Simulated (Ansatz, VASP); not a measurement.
**Si2W in VASP and in Ansatz**

```xyz
3
Lattice="-1.5927 1.5927 3.8858 1.5927 -1.5927 3.8858 1.5927 1.5927 -3.8858" Properties=species:S:1:pos:R:3 pbc="T T T"
Si    0.0000    0.0000    2.6012
Si    0.0000    0.0000    5.1704
W     0.0000    0.0000    0.0000
```

Alike in both runs: functional LDA; k mesh 18 × 18 × 18; occupations gaussian, width 0.1 eV; no spin polarisation.

Ansatz relaxed the structure, and its values are those at the end. VASP's run is a single point on that final structure, the one shown.

|  | VASP | Ansatz |
| --- | --- | --- |
| version | VASP 6.6.1 | Ansatz 0.2.0 |
| potentials or method | VASP PAW LDA potentials, release 64 (Si, W_sv), cutoff 520 eV | scalar-relativistic, plane waves, PAW |
| valence electrons in the cell | 22 | 22 |

|  | VASP | Ansatz | Ansatz less VASP |
| --- | --- | --- | --- |
| gap on the k mesh at the Fermi level (eV) | none | none | - |
| pressure (GPa) | 0.8 | 0.0 | -0.78 |
| rms of the force components (eV/Å) | 0.007 | 0.001 | -0.0063 |

LDA's correlation is that of Perdew and Zunger in VASP and of Perdew and Wang (1992) in Ansatz. A gap of «none» marks a metal or a gap that the smearing closes.

Spin-orbit coupling is off throughout.
